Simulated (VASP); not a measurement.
# CdS (Hawleyite) (F-43m) in VASP: further runs

CdS (Hawleyite) is run at these levels: PBE; tasks: single point.

Program: VASP 6.6.1. These are calculated values, not measurements. Logs are shortened: lines on timing, memory, paths and dates and some standing lists are left out, and cuts for length are marked.

**1. The cell of the first run**

It takes space group F-43m (No. 216, cubic). Conventional cell: a = 5.833 Å, b = 5.833 Å, c = 5.833 Å, α = 90.00°, β = 90.00°, γ = 90.00°. Cd (site symmetry -43m) has 4 S at 2.53 Å within 3.3 Å. S (site symmetry -43m) has 4 Cd at 2.53 Å within 3.3 Å.

**2. Single point, PBE**

Input file INCAR:

```
PREC = Accurate
ENCUT = 520
EDIFF = 1E-6
ISMEAR = -1
SIGMA = 0.02
LREAL = F
LASPH = T
NELM = 60
ALGO = Normal
ISIF = 2
LWAVE = F
LCHARG = F
GGA = PE
NBANDS = 16
```

Input file KPOINTS:

```
Automatic mesh
0
Gamma
  13 13 13
```

Input file POSCAR:

```
CdS
1.0
    0.0000000000      2.9165000000      2.9165000000
    2.9165000000      0.0000000000      2.9165000000
    2.9165000000      2.9165000000      0.0000000000
Cd S
1 1
Direct
    0.0000000000      0.0000000000      0.0000000000
    0.2500000000      0.2500000000      0.2500000000
```

Potentials or basis: VASP PAW PBE potentials, release 64 (Cd, S).

Run with:

```sh
> cat potpaw_PBE.64/Cd/POTCAR potpaw_PBE.64/S/POTCAR > POTCAR
> mpirun -np 1 vasp_std > vasp.out
```

OUTCAR:

```text
PREC = Accurate
   ENCUT = 520
   EDIFF = 1E-6
   ISMEAR = -1
   LREAL = F
   LASPH = T
   NELM = 60
   ISIF = 2
   GGA = PE

 ion  position               nearest neighbor table
   1  0.000  0.000  0.000-   2 2.53   2 2.53   2 2.53   2 2.53
   2  0.250  0.250  0.250-   1 2.53   1 2.53   1 2.53   1 2.53

  LATTYP: Found a face centered cubic cell.
 ALAT       =     5.8330000000

  Lattice vectors:

 A1 = (   0.0000000000,   2.9165000000,   2.9165000000)
 A2 = (   2.9165000000,   0.0000000000,   2.9165000000)
 A3 = (   2.9165000000,   2.9165000000,   0.0000000000)

Analysis of symmetry for initial positions (statically):
=====================================================================
 Subroutine PRICEL returns:
 Original cell was already a primitive cell.

 Routine SETGRP: Setting up the symmetry group for a
 face centered cubic supercell.

 Subroutine GETGRP returns: Found 24 space group operations
 (whereof 24 operations were pure point group operations)
 out of a pool of 48 trial point group operations.

The static configuration has the point symmetry T_d .

Analysis of symmetry for dynamics (positions and initial velocities):
=====================================================================
 Subroutine PRICEL returns:
 Original cell was already a primitive cell.

 Routine SETGRP: Setting up the symmetry group for a
 face centered cubic supercell.

 Subroutine GETGRP returns: Found 24 space group operations
 (whereof 24 operations were pure point group operations)
 out of a pool of 48 trial point group operations.

The dynamic configuration has the point symmetry T_d .

 Subroutine INISYM returns: Found 24 space group operations
 (whereof 24 operations are pure point group operations),
 and found     1 'primitive' translations

----------------------------------------------------------------------------------------

                                     Primitive cell

  volume of cell :      49.6153

  direct lattice vectors                    reciprocal lattice vectors
     0.000000000  2.916500000  2.916500000    -0.171438368  0.171438368  0.171438368
     2.916500000  0.000000000  2.916500000     0.171438368 -0.171438368  0.171438368
     2.916500000  2.916500000  0.000000000     0.171438368  0.171438368 -0.171438368

  length of vectors
     4.124553855  4.124553855  4.124553855     0.296939964  0.296939964  0.296939964

  position of ions in fractional coordinates (direct lattice)
     0.000000000  0.000000000  0.000000000
     0.250000000  0.250000000  0.250000000

  ion indices of the primitive-cell ions
   primitive index   ion index
                 1           1
                 2           2

----------------------------------------------------------------------------------------

 KPOINTS: Automatic mesh

Automatic generation of k-mesh.
 Grid dimensions read from file:
 generate k-points for:   13   13   13

 Generating k-lattice:

  Cartesian coordinates                     Fractional coordinates (reciprocal lattice)
    -0.013187567  0.013187567  0.013187567     0.076923077  0.000000000  0.000000000
     0.013187567 -0.013187567  0.013187567     0.000000000  0.076923077  0.000000000
     0.013187567  0.013187567 -0.013187567     0.000000000  0.000000000  0.076923077

  Length of vectors
     0.022841536  0.022841536  0.022841536

  Shift w.r.t. Gamma in fractional coordinates (k-lattice)
     0.000000000  0.000000000  0.000000000

 Subroutine IBZKPT returns following result:
 ===========================================

 Found     84 irreducible k-points:

 Following reciprocal coordinates:
            Coordinates               Weight
  0.000000  0.000000  0.000000      1.000000
  0.076923  0.000000  0.000000      8.000000
  0.153846  0.000000  0.000000      8.000000
  0.230769  0.000000  0.000000      8.000000
  0.307692  0.000000  0.000000      8.000000
  0.384615  0.000000  0.000000      8.000000
[... 16 lines left out ...]
  0.384615  0.153846  0.000000     24.000000
  0.461538  0.153846  0.000000     24.000000
 [... further k-points ...]
   k-points           NKPTS =     84   k-points in BZ     NKDIM =     84   number of bands    NBANDS=     16
   number of dos      NEDOS =    301   number of ions     NIONS =      2
   total plane-waves  NPLWV =  32768
   dimension x,y,z NGX =    32 NGY =   32 NGZ =   32
   dimension x,y,z NGXF=    64 NGYF=   64 NGZF=   64
   ions per type =               1   1
   NGX,Y,Z   is equivalent  to a cutoff of  12.90, 12.90, 12.90 a.u.
   NGXF,Y,Z  is equivalent  to a cutoff of  25.80, 25.80, 25.80 a.u.
 SYSTEM =  unknown system
   PREC   = accura    normal or accurate (medium, high low for compatibility)
   ISTART =      0    job   : 0-new  1-cont  2-samecut
   ICHARG =      2    charge: 1-file 2-atom 10-const
   ISPIN  =      1    spin polarized calculation?
   LNONCOLLINEAR =      F non collinear calculations
   LSORBIT =      F    spin-orbit coupling
   LASPH  =      T    aspherical Exc in radial PAW
   ENCUT  =  520.0 eV  38.22 Ry    6.18 a.u.   7.67  7.67  7.67*2*pi/ulx,y,z
   NELM   =     60;   NELMIN=  2; NELMDL= -5     # of ELM steps
   EDIFF  = 0.1E-05   stopping-criterion for ELM
   LREAL  =      F    real-space projection
   EDIFFG = 0.1E-04   stopping-criterion for IOM
   NSW    =      0    number of steps for IOM
   IBRION =     -1    ionic relax: 0-MD 1-quasi-New 2-CG
   NFREE  =      0    steps in history (QN), initial steepest desc. (CG)
   ISIF   =      2    stress and relaxation
   ISYM   =      2    0-nonsym 1-usesym 2-fastsym
   POTIM  = 0.5000    time-step for ionic-motion
   TEBEG  =    0.0;   TEEND  =   0.0 temperature during run
   PSTRESS=    0.0 pullay stress
   NELECT =      18.0000    total number of electrons
   NUPDOWN=      -1.0000    fix difference up-down
   EMIN   =  10.00;   EMAX   =-10.00  energy-range for DOS
   EFERMI =   0.00;   METHOD = LEGACY
   ISMEAR =    -1;   SIGMA  =   0.02  broadening in eV -4-tet -1-fermi 0-gaus
   EFERMI_NEDOS =   21; number of points for ismear=-14 and -15
   IALGO  =     38    algorithm
   IMIX   =      4    mixing-type and parameters
     AMIX     =   0.40;   BMIX     =  1.00
     AMIX_MAG =   1.60;   BMIX_MAG =  1.00
  volume/ion in A,a.u.               =      24.81       167.41
  Fermi-wavevector in a.u.,A,eV,Ry     =   1.167599  2.206442 18.548649  1.363287
  Thomas-Fermi vector in A             =   2.304097
   LORBIT       =      0    0 simple, 1 ext, 2 COOP (PROOUT), +10 PAW based schemes
   GGA     = PE    functional components
   LHFCALC =     F    Hartree Fock is set to
   AEXX    =    0.0000 exact exchange contribution
   IVDW    =     0    specifies the selected vdW correction
   LEPSILON=     F    determine dielectric tensor
   LRPA    =     F    only Hartree local field effects (RPA)
 non-spin polarized calculation
  energy-cutoff  :      520.00
  volume of cell :       49.62
 maximum number of plane-waves:      1363
   NGX = 15   NGY = 15   NGZ = 15

 number of electron      18.0000004 magnetization

 Free energy of the ion-electron system (eV)
  ---------------------------------------------------
  ext. energy  EPLUGINS =         0.00000000
  ---------------------------------------------------
  free energy    TOTEN  =        -6.12158677 eV

  energy without entropy =       -6.12158677  energy(sigma->0) =       -6.12158677

 E-fermi :   1.7488     XC(G=0):  -9.1499

 val. band max:        1.3138721682   @ k =   0.0000   0.0000   0.0000
 cond. band min:       2.4638426149   @ k =   0.0000   0.0000   0.0000
 fundamental gap:      1.1499704467
 Fermi energy:         1.7488217382

 k-point     1 :       0.0000    0.0000    0.0000
  band No.  band energies     occupation
      1     -11.0560      2.00000
      2      -6.4138      2.00000
      3      -6.4138      2.00000
      4      -6.4138      2.00000
      5      -5.9339      2.00000
      6      -5.9339      2.00000
[... 8 lines left out ...]
     15      12.7947      0.00000
     16      12.7947      0.00000

 k-point     2 :       0.0769    0.0000    0.0000
  band No.  band energies     occupation
      1     -11.0317      2.00000
      2      -6.4049      2.00000
      3      -6.4049      2.00000
      4      -6.3942      2.00000
      5      -5.9345      2.00000
      6      -5.9345      2.00000
[... 8 lines left out ...]
     15      12.4851      0.00000
     16      13.0923      0.00000

 k-point     3 :       0.1538    0.0000    0.0000
  band No.  band energies     occupation
      1     -10.9643      2.00000
      2      -6.3810      2.00000
      3      -6.3810      2.00000
      4      -6.3300      2.00000
      5      -5.9348      2.00000
      6      -5.9348      2.00000
[... 8 lines left out ...]
     15      12.0580      0.00000
     16      13.2356      0.00000

 k-point     4 :       0.2308    0.0000    0.0000
  band No.  band energies     occupation
      1     -10.8689      2.00000
      2      -6.3502      2.00000
      3      -6.3502      2.00000
      4      -6.2082      2.00000
      5      -5.9314      2.00000
      6      -5.9314      2.00000
[... 8 lines left out ...]
     15      11.9271      0.00000
     16      12.7581      0.00000

 k-point     5 :       0.3077    0.0000    0.0000
  band No.  band energies     occupation
      1     -10.7674      2.00000
      2      -6.3220      2.00000
      3      -6.3220      2.00000
      4      -6.0193      2.00000
      5      -5.9216      2.00000
      6      -5.9216      2.00000
[... 8 lines left out ...]
     15      12.2341      0.00000
     16      12.4029      0.00000

 k-point     6 :       0.3846    0.0000    0.0000
  band No.  band energies     occupation
      1     -10.6837      2.00000
      2      -6.3031      2.00000
      3      -6.3031      2.00000
      4      -5.9078      2.00000
      5      -5.9078      2.00000
      6      -5.7817      2.00000
[... 8 lines left out ...]
     15      12.9182      0.00000
     16      12.9182      0.00000
[... 267 lines left out ...]
 k-point    21 :       0.2308    0.1538    0.0000
  band No.  band energies     occupation
      1     -10.8627      2.00000
      2      -6.3323      2.00000
      3      -6.3136      2.00000
      4      -6.2663      2.00000
      5      -5.9582      2.00000
      6      -5.9065      2.00000
[... 8 lines left out ...]
     15      12.9213      0.00000
     16      14.6701      0.00000

 k-point    22 :       0.3077    0.1538    0.0000
  band No.  band energies     occupation
      1     -10.7731      2.00000
      2      -6.3101      2.00000
      3      -6.2801      2.00000
      4      -6.1410      2.00000
      5      -5.9342      2.00000
      6      -5.8974      2.00000
[... 8 lines left out ...]
     15      13.0279      0.00000
     16      14.2076      0.00000

 k-point    23 :       0.3846    0.1538    0.0000
  band No.  band energies     occupation
      1     -10.6861      2.00000
      2      -6.2902      2.00000
      3      -6.2560      2.00000
      4      -6.0287      2.00000
      5      -5.8892      2.00000
      6      -5.8236      2.00000
[... 8 lines left out ...]
     15      13.4639      0.00000
     16      13.9376      0.00000

 k-point    24 :       0.4615    0.1538    0.0000
  band No.  band energies     occupation
      1     -10.6220      2.00000
      2      -6.2779      2.00000
      3      -6.2444      2.00000
      4      -5.9742      2.00000
      5      -5.8875      2.00000
      6      -5.6239      2.00000
[... 8 lines left out ...]
     15      13.9556      0.00000
     16      13.9883      0.00000

 [... further k-points ...]
[... 5 lines left out ...]
  --------------------------------------------------------------------------------------
  -------------------------------------------------------------------------------------
  Total        0.9935850      0.9935850      0.9935850      0.0000000      0.0000000      0.0000000
  in kB       32.0848256     32.0848256     32.0848256      0.0000000      0.0000000      0.0000000
  external PRESSURE =      32.0848256 kB  Pullay stress =       0.0000000 kB

 VOLUME and BASIS-vectors are now :
 -----------------------------------------------------------------------------
  energy-cutoff  :      520.00
  volume of cell :       49.62
      direct lattice vectors                 reciprocal lattice vectors
     0.000000000  2.916500000  2.916500000    -0.171438368  0.171438368  0.171438368
     2.916500000  0.000000000  2.916500000     0.171438368 -0.171438368  0.171438368
     2.916500000  2.916500000  0.000000000     0.171438368  0.171438368 -0.171438368

 POSITION                                       TOTAL-FORCE (eV/Angst)
 -----------------------------------------------------------------------------------
      0.00000      0.00000      0.00000         0.000000      0.000000      0.000000
      1.45825      1.45825      1.45825        -0.000000     -0.000000     -0.000000
 -----------------------------------------------------------------------------------
    total drift:                               -0.000000     -0.000000     -0.000000

  FREE ENERGIE OF THE ION-ELECTRON SYSTEM (eV)
  ---------------------------------------------------
  free  energy   TOTEN  =        -6.1215867737 eV

  energy  without entropy=       -6.1215867737  energy(sigma->0) =       -6.12158677
```

Run time: 30 s. Hardware: 1 thread of Intel Xeon 6975P-C (Granite Rapids), shared host; peak memory 0.21 GiB.

What came out:

```
Free energy            : -6.1216 eV
Pressure               : 3.2 GPa
Band gap on the k mesh : 1.15 eV, direct
```

A k mesh can miss the band edges. As with any semilocal functional, this PBE gap is likely too small.

[end of part 1 of 2]
